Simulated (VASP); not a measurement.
# TiO: single point with r2SCAN

The system is TiO.

```
Ti O
1.0
     2.82633    0.00000    0.00000
    -1.41317    2.44768    0.00000
     0.00000    0.00000    5.54115
Ti O
2 2
Cartesian
  0.0000 1.6318 1.3853
  1.4132 0.8159 4.1559
  0.0000 0.0000 0.0000
  0.0000 0.0000 2.7706
```

| Property | Result |
| --- | --- |
| Program | VASP 6.6.1 |
| Task | single point |
| Functional | r2SCAN |
| Potentials or basis | VASP PAW PBE potentials, release 64 (Ti_sv, O_h) |
| Cutoff | 910 eV |
| k mesh | 18 × 18 × 8 |
| Occupations | gaussian, width 0.1 eV |
| Spin | no spin polarisation |
| Dipole correction | no |
| Further INCAR settings | ALGO = Normal; EDIFF = 1e-06; NBANDS = 26 |

```
Pressure               : 1.6 GPa
Band gap on the k mesh : zero (bands 18 and 19 overlap by 0.04 eV)
```

Stress tensor (GPa, compression positive):
```
1.43 0.00 0.00
0.00 1.43 0.00
0.00 0.00 1.90
```

Levels at points of the mesh, in eV from the Fermi level:
| k point | band 15 | band 16 | band 17 | band 18 | band 19 | band 20 | band 21 | band 22 |
| --- | --- | --- | --- | --- | --- | --- | --- | --- |
| (0.00, 0.00, 0.00) | -5.72 | -5.70 | -2.15 | -0.09 | -0.09 | -0.01 | 1.21 | 1.21 |
| (0.50, 0.00, 0.00) | -6.25 | -5.88 | -2.85 | -0.09 | 1.09 | 1.82 | 2.17 | 2.53 |
| (0.00, 0.00, 0.50) | -5.99 | -5.99 | -0.67 | -0.67 | 0.80 | 0.80 | 0.80 | 0.80 |
| (0.50, 0.00, 0.50) | -6.53 | -6.53 | -1.43 | -1.43 | 2.25 | 2.25 | 2.46 | 2.46 |

Run time: 25 min on 1 thread of Intel(R) Xeon(R) Platinum 8488C (Sapphire Rapids), with other jobs on the host, peak memory 0.47 GiB.

Caveat: the cutoff is under 1.25 times the usual one of these potentials, so pressure, stress and relaxed cells hold a basis-set (Pulay) error; the PAW data sets were made with another functional, which shifts forces and pressure a little; semilocal functionals often make such compounds metallic where correlation or magnetic order opens a gap, which also shifts bond lengths.
